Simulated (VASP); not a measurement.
P, 2 atoms in the cell. The structure is tetragonal, space group P4/mmm (No. 123). Conventional cell: a = 2.454 Å, b = 2.454 Å, c = 4.880 Å, α = 90.00°, β = 90.00°, γ = 90.00°. P (site symmetry 4mm) has 6 P at 2.35 to 2.53 Å within 3.1 Å. 

* Program: VASP 6.6.1
* Task: relaxation of cell and atoms
* Functional: PBE
* Potentials or basis: VASP PAW PBE potentials, release 64 (P)
* Cutoff: 600 eV
* k mesh: 22 × 22 × 12
* Occupations: gaussian, width 0.1 eV
* Spin: no spin polarisation
* Dipole correction: no
* Further INCAR settings: ALGO = Normal; EDIFF = 1e-07; IBRION = 2; EDIFFG = -0.01; NSW = 100; ISIF = 3

Potentials or basis: VASP PAW PBE potentials, release 64 (P).

Launch:

```bash
$ cat potpaw_PBE.64/P/POTCAR > POTCAR
$ mpirun -np 1 vasp_std > vasp.out
```

Hardware: 1 thread of Intel Xeon 8259CL (shared host).

Question: Estimate the wall time of this run.

Answer: Run time: 13 min on 1 thread of Intel Xeon 8259CL, on a shared host, peak memory 0.28 GiB. Counts: scf iterations 58, k points 546, ion steps 8.
